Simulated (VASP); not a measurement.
The system is GdRe3.

```
CELL_PARAMETERS angstrom
4.13372 0.00000 0.00000
0.00000 4.13372 0.00000
0.00000 0.00000 4.13372
ATOMIC_POSITIONS crystal
Gd 0.00000 0.00000 0.00000
Re 0.00000 0.50000 0.50000
Re 0.50000 0.50000 0.00000
Re 0.50000 0.00000 0.50000
```

Base run:

* Program: VASP 6.6.1
* Functional: PBE
* Potentials or basis: VASP PAW PBE potentials, release 64 (Gd, Re)
* Cutoff: 520 eV
* k mesh: 8 × 8 × 8
* Occupations: gaussian, width 0.05 eV
* Spin: no spin polarisation
* Hubbard terms: Gd f U = 6.0 eV

Its results: pressure -10.8 GPa.

**Question.** The run is repeated on the same cell with these changes: spin from no spin polarisation to collinear spin, ferromagnetic start; further incar settings from ALGO = Normal; EDIFF = 1e-06; NBANDS = 28 to ALGO = Normal; EDIFF = 1e-06; NBANDS = 32. What comes out?

**Answer.** Pressure 0.0 GPa; net moment 7.10 μB per cell; site moments Gd +6.88; Re -0.02 μB.

Caveats: the cell stands under tension (at least some runs); U without spin polarisation on a metal has little footing (at least some runs).
